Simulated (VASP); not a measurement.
Se, 3 atoms in the cell. The structure is trigonal, space group P3_121 (No. 152). The conventional cell has a = 3.955 Å, b = 3.955 Å, c = 4.828 Å, α = 90.00°, β = 90.00°, γ = 120.00°. Se (site symmetry 2) has 6 Se at 2.41 to 3.03 Å within 3.2 Å. 

- Program: VASP 6.6.1
- Task: single point
- Functional: PBEsol
- Dispersion: D3(BJ)
- Potentials or basis: VASP PAW PBE potentials, release 64 (Se)
- Cutoff: 520 eV
- k mesh: 12 × 12 × 8
- Occupations: gaussian, width 0.03 eV
- Spin: no spin polarisation
- Dipole correction: no
- Further INCAR settings: ALGO = Normal; EDIFF = 1e-07; NBANDS = 16

Potentials or basis: VASP PAW PBE potentials, release 64 (Se).

Command:

```bash
$ cat potpaw_PBE.64/Se/POTCAR > POTCAR
$ mpirun -np 1 vasp_std > vasp.out
```

Hardware: 1 thread of Oxide Virtual Turin-like Processor, with other jobs on the host.

Question: Estimate the wall time of this run.

Answer: It took 2.8 min on 1 thread of Oxide Virtual Turin-like Processor (shared host), peak memory 0.22 GiB. Counts: scf iterations 13, k points 131.
